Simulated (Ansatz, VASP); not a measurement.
**One calculation of ScIr2, two programs**

```
Sc Ir
1.0
     0.00000    3.73819    3.73819
     3.73819    0.00000    3.73819
     3.73819    3.73819    0.00000
Sc Ir
2 4
Direct
  0.00000 0.00000 0.00000
  0.25000 0.25000 0.25000
  0.62500 0.62500 0.62500
  0.12500 0.62500 0.62500
  0.62500 0.62500 0.12500
  0.62500 0.12500 0.62500
```

Alike in both runs: task single point; functional LDA; k mesh 6 × 6 × 6; occupations gaussian, width 0.1 eV; no spin polarisation.

|  | VASP | Ansatz |
| --- | --- | --- |
| version | VASP 6.6.1 | Ansatz 0.2.0 |
| potentials or method | VASP PAW LDA potentials, release 64 (Sc_sv, Ir_sv_GW), cutoff 560 eV | plane waves, PAW |
| valence electrons in the cell | 90 | 90 |

```csv
,VASP,Ansatz,Ansatz less VASP
pressure (GPa),-17.2,-17.0,+0.20
```

LDA's correlation is that of Perdew and Zunger in VASP and of Perdew and Wang (1992) in Ansatz. Ansatz's warnings: stress scf threshold loose.

Neither program's run includes spin-orbit coupling.
